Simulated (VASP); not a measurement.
# RbBr (Fm-3m) in VASP: notebook

The runs below take RbBr through elastic constants, with LDA.

All numbers are computed with VASP 6.6.1; they aren't measurements. Logs are shortened: lines on timing, memory, paths and dates and some standing lists are left out, and cuts for length are marked.

**1. The cell of the first run**

It takes space group Fm-3m (No. 225, cubic). Conventional cell: a = 6.536 Å, b = 6.536 Å, c = 6.536 Å, α = 90.00°, β = 90.00°, γ = 90.00°. Within 4.3 Å of Rb (site symmetry m-3m) lie 6 Br at 3.27 Å. Br (site symmetry m-3m) has 6 Rb at 3.27 Å within 4.3 Å.

**2. Elastic constants, LDA**

File INCAR:

```
SYSTEM = RbBr
  PREC = Accurate
  ENCUT = 600
  EDIFF = 1E-8
  ISMEAR = 0
  SIGMA = 0.01
  LREAL = .FALSE.
  LASPH = .TRUE.
  NELM = 80
  ALGO = Normal
  ISIF = 3
  LWAVE = .FALSE.
  LCHARG = .TRUE.
  GGA = CA
  IBRION = 6
  NFREE = 2
  POTIM = 0.015
  NSW = 1
```

File KPOINTS:

```
Automatic mesh
0
G
  6 6 6
  0 0 0
```

File POSCAR:

```
RbBr
1.0
    0.0000000000      3.2682000000      3.2682000000
    3.2682000000      0.0000000000      3.2682000000
    3.2682000000      3.2682000000      0.0000000000
Rb Br
1 1
Direct
    0.0000000000      0.0000000000      0.0000000000
    0.5000000000      0.5000000000      0.5000000000
```

Potentials or basis: VASP PAW LDA potentials, release 64 (Rb_sv, Br).

Launch:

```
> cat potpaw_LDA.64/Rb_sv/POTCAR potpaw_LDA.64/Br/POTCAR > POTCAR
> mpirun -np 1 vasp_std > vasp.out
```

OUTCAR:

```text
SYSTEM = RbBr
   PREC = Accurate
   ENCUT = 600
   EDIFF = 1E-8
   ISMEAR = 0
   LREAL = .FALSE.
   LASPH = .TRUE.
   NELM = 80
   ISIF = 3
   GGA = CA
   IBRION = 6
   NFREE = 2
   POTIM = 0.015
   NSW = 1

 ion  position               nearest neighbor table
   1  0.000  0.000  0.000-   2 3.27   2 3.27   2 3.27   2 3.27   2 3.27   2 3.27
   2  0.500  0.500  0.500-   1 3.27   1 3.27   1 3.27   1 3.27   1 3.27   1 3.27

  LATTYP: Found a face centered cubic cell.
 ALAT       =     6.5364000000

  Lattice vectors:

 A1 = (   0.0000000000,   3.2682000000,   3.2682000000)
 A2 = (   3.2682000000,   0.0000000000,   3.2682000000)
 A3 = (   3.2682000000,   3.2682000000,   0.0000000000)

Analysis of symmetry for initial positions (statically):
=====================================================================
 Subroutine PRICEL returns:
 Original cell was already a primitive cell.

 Routine SETGRP: Setting up the symmetry group for a
 face centered cubic supercell.

 Subroutine GETGRP returns: Found 48 space group operations
 (whereof 48 operations were pure point group operations)
 out of a pool of 48 trial point group operations.

The static configuration has the point symmetry O_h .

Analysis of symmetry for dynamics (positions and initial velocities):
=====================================================================
 Subroutine PRICEL returns:
 Original cell was already a primitive cell.

 Routine SETGRP: Setting up the symmetry group for a
 face centered cubic supercell.

 Subroutine GETGRP returns: Found 48 space group operations
 (whereof 48 operations were pure point group operations)
 out of a pool of 48 trial point group operations.

The dynamic configuration has the point symmetry O_h .

 Subroutine INISYM returns: Found 48 space group operations
 (whereof 48 operations are pure point group operations),
 and found     1 'primitive' translations

----------------------------------------------------------------------------------------

                                     Primitive cell

  volume of cell :      69.8161

  direct lattice vectors                    reciprocal lattice vectors
     0.000000000  3.268200000  3.268200000    -0.152989413  0.152989413  0.152989413
     3.268200000  0.000000000  3.268200000     0.152989413 -0.152989413  0.152989413
     3.268200000  3.268200000  0.000000000     0.152989413  0.152989413 -0.152989413

  length of vectors
     4.621932765  4.621932765  4.621932765     0.264985437  0.264985437  0.264985437

  position of ions in fractional coordinates (direct lattice)
     0.000000000  0.000000000  0.000000000
     0.500000000  0.500000000  0.500000000

  ion indices of the primitive-cell ions
   primitive index   ion index
                 1           1
                 2           2

----------------------------------------------------------------------------------------

 KPOINTS: Automatic mesh

Automatic generation of k-mesh.
 Grid dimensions read from file:
 generate k-points for:    6    6    6

 Generating k-lattice:

  Cartesian coordinates                     Fractional coordinates (reciprocal lattice)
[... 104 lines left out ...]

  FORCE on cell =-STRESS in cart. coord.  units (eV):
  Direction    XX          YY          ZZ          XY          YZ          ZX
  --------------------------------------------------------------------------------------
  -------------------------------------------------------------------------------------
  Total        0.5954325      0.5954325      0.5954325      0.0000000     -0.0000000      0.0000000
  in kB       13.6642963     13.6642963     13.6642963      0.0000000     -0.0000000      0.0000000
  external PRESSURE =      13.6642963 kB  Pullay stress =       0.0000000 kB
[... 89 lines left out ...]
  FREE ENERGIE OF THE ION-ELECTRON SYSTEM (eV)
  ---------------------------------------------------
  free  energy   TOTEN  =        -6.6883296888 eV

  energy  without entropy=       -6.6883296888  energy(sigma->0) =       -6.68832969

[... ionic steps 4 to 14 ...]

--------------------------------------- Ionic step       15  -------------------------------------------

 number of electron      16.0000000 magnetization

------------------------ aborting loop because EDIFF is reached ----------------------------------------
[... 67 lines left out ...]
--------------------------------------- Ionic step       17  -------------------------------------------

 number of electron      16.0000000 magnetization

 Free energy of the ion-electron system (eV)
  ---------------------------------------------------
  ext. energy  EPLUGINS =         0.00000000
  ---------------------------------------------------
  free energy    TOTEN  =        -6.70036734 eV

  energy without entropy =       -6.70036734  energy(sigma->0) =       -6.70036734

 E-fermi :  -1.2567     XC(G=0):  -8.3128

 val. band max:       -1.3337133843   @ k =   0.0000   0.0000   0.0000
 cond. band min:       2.9997678561   @ k =   0.0000   0.0000   0.0000
 fundamental gap:      4.3334812403
 Fermi energy:        -1.2566979818

 k-point     1 :       0.0000    0.0000    0.0000
  band No.  band energies     occupation
      1     -25.3540      2.00000
      2     -13.7100      2.00000
      3      -9.5112      2.00000
      4      -9.5111      2.00000
      5      -9.5111      2.00000
      6      -1.3338      2.00000
      7      -1.3338      2.00000
      8      -1.3337      2.00000
      9       2.9998      0.00000
     10       5.6839      0.00000
     11       5.6841      0.00000
     12       5.6841      0.00000
[... 331 lines left out ...]
 k-point    24 :       0.0000   -0.3333    0.3333
  band No.  band energies     occupation
      1     -25.3275      2.00000
      2     -13.7165      2.00000
      3      -9.7551      2.00000
      4      -9.5703      2.00000
      5      -9.5172      2.00000
      6      -2.1940      2.00000
      7      -1.7697      2.00000
      8      -1.7486      2.00000
      9       5.2320      0.00000
     10       6.3975      0.00000
     11       7.4262      0.00000
     12       7.9722      0.00000

 [... further k-points ...]

------------------------ aborting loop because EDIFF is reached ----------------------------------------

  FORCE on cell =-STRESS in cart. coord.  units (eV):
  Direction    XX          YY          ZZ          XY          YZ          ZX
  --------------------------------------------------------------------------------------
  -------------------------------------------------------------------------------------
  Total        0.5985238      0.5952123      0.5952123     -0.0000000     -0.0000000      0.0000000
  in kB       13.7352366     13.6592429     13.6592429     -0.0000000     -0.0000000      0.0000000
  external PRESSURE =      13.6845741 kB  Pullay stress =       0.0000000 kB
[... 17 lines left out ...]
  FREE ENERGIE OF THE ION-ELECTRON SYSTEM (eV)
  ---------------------------------------------------
  free  energy   TOTEN  =        -6.7003673376 eV

  energy  without entropy=       -6.7003673376  energy(sigma->0) =       -6.70036734

 INTERNAL STRAIN TENSORS FROM STRAINED CELLS
 ============================================

 INTERNAL STRAIN TENSOR FOR ION    1 for displacements in x,y,z  (eV/Angst):
          X           Y           Z          XY          YZ          ZX
  --------------------------------------------------------------------------------
  x     0.00000    -0.00000     0.00000     0.00000    -0.00000    -0.00000
  y     0.00000    -0.00000    -0.00000     0.00000     0.00000    -0.00000
  z    -0.00000    -0.00000    -0.00000     0.00000     0.00000     0.00000

 INTERNAL STRAIN TENSORS FROM DISPLACED ATOMS
 ============================================

 INTERNAL STRAIN TENSOR FOR ION    1 for displacements in x,y,z  (eV/Angst):
          X           Y           Z          XY          YZ          ZX
  --------------------------------------------------------------------------------
  x     0.00000     0.00000     0.00000     0.00000     0.00000     0.00000
  y     0.00000     0.00000     0.00000     0.00000     0.00000     0.00000
  z     0.00000     0.00000     0.00000     0.00000     0.00000     0.00000

 INTERNAL STRAIN TENSOR FOR ION    2 for displacements in x,y,z  (eV/Angst):
          X           Y           Z          XY          YZ          ZX
  --------------------------------------------------------------------------------
  x     0.00000     0.00000     0.00000     0.00000     0.00000     0.00000
  y     0.00000     0.00000     0.00000     0.00000     0.00000     0.00000
  z     0.00000     0.00000     0.00000     0.00000     0.00000     0.00000

 Eigenvectors and eigenvalues of the dynamical matrix
 ----------------------------------------------------

   1 f  =    3.431895 THz    21.563234 2PiTHz  114.475702 cm-1    14.193172 meV
             X         Y         Z           dx          dy          dz
      0.000000  0.000000  0.000000    -0.694929    0.000000    0.000000
      3.268200  3.268200  3.268200     0.719078   -0.000000    0.000000
[... 21 lines left out ...]
   6 f/i=    0.000860 THz     0.005402 2PiTHz    0.028678 cm-1     0.003556 meV
             X         Y         Z           dx          dy          dz
      0.000000  0.000000  0.000000    -0.029007    0.718427   -0.009716
      3.268200  3.268200  3.268200    -0.028033    0.694300   -0.009390

--------------------------------------------------------------------------------------------------------

 ELASTIC MODULI CONTR FROM IONIC RELAXATION (kBar)
 Direction    XX          YY          ZZ          XY          YZ          ZX
 --------------------------------------------------------------------------------
 XX           0.0000      0.0000      0.0000      0.0000      0.0000      0.0000
 YY           0.0000      0.0000      0.0000      0.0000      0.0000      0.0000
 ZZ           0.0000      0.0000      0.0000      0.0000      0.0000      0.0000
 XY           0.0000      0.0000      0.0000      0.0000      0.0000      0.0000
 YZ           0.0000      0.0000      0.0000      0.0000      0.0000      0.0000
 ZX           0.0000      0.0000      0.0000      0.0000      0.0000      0.0000
 --------------------------------------------------------------------------------

 TOTAL ELASTIC MODULI (kBar)
 Direction    XX          YY          ZZ          XY          YZ          ZX
 --------------------------------------------------------------------------------
 XX         623.3764     46.4613     46.4613      0.0000      0.0000      0.0000
 YY          46.4613    623.3764     46.4613      0.0000      0.0000      0.0000
 ZZ          46.4613     46.4613    623.3764      0.0000      0.0000      0.0000
 XY           0.0000      0.0000      0.0000     28.5167      0.0000     -0.0000
 YZ           0.0000      0.0000      0.0000      0.0000     28.5167      0.0000
 ZX           0.0000      0.0000      0.0000     -0.0000      0.0000     28.5167
 --------------------------------------------------------------------------------
```

It took 9.3 min on 1 thread of Oxide Virtual Turin-like, shared host; peak memory 0.24 GiB.

What came out:

```yaml
Elastic_constants_C11_C12_C44: 62, 5, 3 GPa
Voigt_bulk_modulus: 24 GPa
Highest_phonon_frequency_at_Γ_LO-TO_splitting_left_out: 114 cm⁻¹
```

Phonon frequencies in cm⁻¹ (negative: imaginary):
```csv
q point,frequencies
"(0.000, 0.000, 0.000)",0 0 0 114 114 114
```

Elastic tensor in Voigt notation (GPa, in the Cartesian axes of the cell as first typed):
```
62  5  5  0  0  0
 5 62  5  0  0  0
 5  5 62  0  0  0
 0  0  0  3  0  0
 0  0  0  0  3  0
 0  0  0  0  0  3
```

Clamped-ion elastic tensor (GPa):
```
62  5  5  0  0  0
 5 62  5  0  0  0
 5  5 62  0  0  0
 0  0  0  3  0  0
 0  0  0  0  3  0
 0  0  0  0  0  3
```

Caveat: the cell is under stress, which shifts elastic constants.

**3. Elastic constants, LDA**

File INCAR:

```
SYSTEM = RbBr
PREC = Accurate
ENCUT = 600
EDIFF = 1E-8
ISMEAR = 0
SIGMA = 0.01
LREAL = .False.
LASPH = .True.
NELM = 80
ALGO = Normal
ISIF = 3
LWAVE = .False.
LCHARG = .False.
IBRION = 6
NFREE = 2
POTIM = 0.015
NSW = 1
```

File KPOINTS:

```
Automatic mesh
0
Gamma
  6 6 6
  0 0 0
```

POSCAR is that of step 2.

Potentials or basis: VASP PAW LDA potentials, release 64 (Rb_sv, Br).

Launch:

```
> cat potpaw_LDA.64/Rb_sv/POTCAR potpaw_LDA.64/Br/POTCAR > POTCAR
> mpirun -np 1 vasp_std > vasp.out
```

Wall time 10 min (1 thread of Oxide Virtual Turin-like, shared host); peak memory 0.24 GiB.

The run converged. Its results:

* Elastic constants C11, C12, C44: 62, 5, 3 GPa
* Voigt bulk modulus: 24 GPa
* Highest phonon frequency at Γ, LO-TO splitting left out: 114 cm⁻¹

Phonon frequencies in cm⁻¹ (negative: imaginary):
| q point | frequencies |
| --- | --- |
| (0.000, 0.000, 0.000) | 0 0 0 114 114 114 |

Elastic tensor in Voigt notation (GPa, in the Cartesian axes of the cell as first typed):
```
62  5  5  0  0  0
 5 62  5  0  0  0
 5  5 62  0  0  0
 0  0  0  3  0  0
 0  0  0  0  3  0
 0  0  0  0  0  3
```

Clamped-ion elastic tensor (GPa):
```
62  5  5  0  0  0
 5 62  5  0  0  0
 5  5 62  0  0  0
 0  0  0  3  0  0
 0  0  0  0  3  0
 0  0  0  0  0  3
```

Caveat: the cell is under stress, which shifts elastic constants.
